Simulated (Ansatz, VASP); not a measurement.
HfN: VASP beside Ansatz

```
Hf N
1.0
     0.00000    2.43923    2.43923
     2.43923    0.00000    2.43923
     2.43923    2.43923    0.00000
Hf N
1 1
Direct
  0.00000 0.00000 0.00000
  0.75000 0.75000 0.75000
```

Alike in both runs: task single point; functional LDA; k mesh 6 × 6 × 6; no spin polarisation.

|  | VASP | Ansatz |
| --- | --- | --- |
| version | VASP 6.6.1 | Ansatz 0.2.0 |
| potentials or method | VASP PAW LDA potentials, release 64 (Hf_pv, N) | plane waves, PAW |
| plane-wave cutoff (eV) | 600 | 420 |
| occupations | methfessel-paxton of order 1, width 0.05 eV | cold, width 0.05 eV |
| valence electrons in the cell | 15 | 31 |

Ansatz gave:

```
pressure (GPa) : -6.1
```

Estimate VASP's values.

pressure (GPa): -6.5.

LDA's correlation is that of Perdew and Zunger in VASP and of Perdew and Wang (1992) in Ansatz. VASP's potentials hold 15 valence electrons a cell and Ansatz's 31, so a difference there can come from the potentials and not from the codes.

The k mesh is coarse, so the values compare programs but aren't converged. Spin-orbit coupling is off throughout.
